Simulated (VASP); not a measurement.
A run of VASP 6.6.1:

File INCAR:

```
  ALGO = Normal
  EDIFF = 1E-6
  ENCUT = 520
  GGA = CA
  ISIF = 2
  ISMEAR = -1
  ISPIN = 2
  LASPH = T
  LCHARG = F
  LORBIT = 11
  LREAL = Auto
  LWAVE = F
  MAGMOM = 1 1 1 1 1 1 1 1 1 1 1 1 1 1 1 1
  NBANDS = 66
  NELM = 150
  PREC = Accurate
  SIGMA = 0.02
```

The input KPOINTS:

```
k-points
0
Gamma
  1 1 1
```

File POSCAR:

```
O
1.0
    7.2176520000      0.0000000000      0.0000000000
    0.0000000000      7.2176520000      0.0000000000
    0.0000000000      0.0000000000      7.2176520000
O
16
Direct
    0.0860840614      0.6224982861      0.1230649165
    0.2319194848      0.5443678516      0.1066734345
    0.3084393563      0.7463030527      0.7324666496
    0.1579645873      0.7952497749      0.6793928123
    0.3349421978      0.1633169129      0.6709812932
    0.4590637173      0.2712014215      0.6994687986
    0.8470981916      0.3420349587      0.9130269166
    0.8697516369      0.3277894714      0.7486670558
    0.7497835304      0.0655327697      0.3913409549
    0.5962717531      0.0989002351      0.3351751952
    0.6419569135      0.7328367684      0.9941582388
    0.6944608708      0.7133263916      0.8372116480
    0.2741978224     -0.0038170948      0.0738453321
    0.1573446067      0.1144858721      0.0633874366
    0.5753347852      0.6736068868      0.3960418091
    0.6468428844      0.5247986412      0.4159036082
```

Potentials or basis: VASP PAW LDA potentials, release 64 (O).

Launch:

```bash
$ cat potpaw_LDA.64/O/POTCAR > POTCAR
$ mpirun -np 1 vasp_gam > vasp.out
```

Hardware: 1 thread of Intel(R) Xeon(R) Platinum 8488C (Sapphire Rapids), on a shared host.

**Question.** Estimate the wall time of this run.

**Answer.** Run time: 41 s on 1 thread of Intel(R) Xeon(R) Platinum 8488C (Sapphire Rapids), on a shared host, peak memory 0.29 GiB. Counts: scf iterations 16, k points 1.
